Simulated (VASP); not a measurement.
A run of VASP 6.6.1:

Contents of INCAR:

```
SYSTEM = Y
PREC = Accurate
ENCUT = 520
EDIFF = 1E-8
ISMEAR = -1
SIGMA = 0.08
LREAL = .False.
LASPH = .True.
NELM = 60
ALGO = Normal
ISIF = 2
LWAVE = .False.
LCHARG = .False.
LEFG = .True.
NBANDS = 18
```

KPOINTS

```
regular mesh
0
Gamma
  12 12 7
  0 0 0
```

The input POSCAR:

```
Y
1.0
    3.6514992371      0.0000000000      0.0000000000
   -1.8257496185      3.1622911012      0.0000000000
    0.0000000000      0.0000000000      5.8623480000
Y
2
Direct
    0.3333333333      0.6666666667      0.2500000000
    0.6666666667      0.3333333333      0.7500000000
```

Potentials or basis: VASP PAW LDA potentials, release 64 (Y_sv).

Run with:

```bash
$ cat potpaw_LDA.64/Y_sv/POTCAR > POTCAR
$ mpirun -np 1 vasp_std > vasp.out
```

Hardware: 1 thread of AMD EPYC 9R45 96-Core Processor (Zen 5) (shared host).

**Question.** Estimate the wall time of this run.

**Answer.** Wall time 52 s on 1 thread of AMD EPYC 9R45 96-Core Processor (Zen 5), on a shared host, peak memory 0.19 GiB. Counts: scf iterations 15, k points 76.
